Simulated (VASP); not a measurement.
## Pt: single point with PBEsol

Crystal: Pt.

```
CELL_PARAMETERS angstrom
0.00000 2.00134 1.88246
2.00134 0.00000 1.88246
2.00134 2.00134 0.00000
ATOMIC_POSITIONS crystal
Pt 0.00000 0.00000 0.00000
```

```json
{
  "Program": "VASP 6.6.1",
  "Task": "single point",
  "Functional": "PBEsol",
  "Potentials or basis": "VASP PAW PBE potentials, release 64 (Pt)",
  "Cutoff": "520 eV",
  "k mesh": "12 × 12 × 12",
  "Occupations": "fermi-dirac, width 0.05 eV",
  "Spin": "no spin polarisation",
  "Dipole correction": "no",
  "Further INCAR settings": "ALGO = Normal; EDIFF = 1e-06; NBANDS = 11"
}
```

The pressure is -0.8 GPa and the band gap on the k mesh is zero (band 5 reaches 11.84 eV, above the bottom of band 6 at 9.32 eV).

Stress tensor (GPa, compression positive):
```
-2.21  0.00  0.00
 0.00 -2.21  0.00
 0.00  0.00  1.94
```

Levels at points of the mesh, in eV from the Fermi level:
| k point | band 1 | band 2 | band 3 | band 4 | band 5 | band 6 | band 7 | band 8 | band 9 | band 10 |
| --- | --- | --- | --- | --- | --- | --- | --- | --- | --- | --- |
| (0.00, 0.00, 0.00) | -10.30 | -4.01 | -4.01 | -3.31 | -2.05 | -1.25 | 14.69 | 19.05 | 19.05 | 20.71 |
| (0.50, 0.00, 0.00) | -7.36 | -4.21 | -3.49 | -0.54 | -0.14 | 0.24 | 5.83 | 14.09 | 18.37 | 19.67 |
| (0.50, 0.50, 0.00) | -7.04 | -6.65 | 0.01 | 0.52 | 0.52 | 2.54 | 9.90 | 10.60 | 10.60 | 19.55 |
| (0.50, 0.00, 0.50) | -7.14 | -6.62 | -0.01 | 0.20 | 0.74 | 1.33 | 8.34 | 11.52 | 11.96 | 20.50 |

It took 12 s on 1 thread of Intel(R) Xeon(R) Platinum 8488C (Sapphire Rapids), with other jobs on the host, peak memory 0.15 GiB.

Caveat: the PAW data sets were made with another functional, which shifts forces and pressure a little; spin-orbit coupling is left out, which moves the levels of the heavy elements.
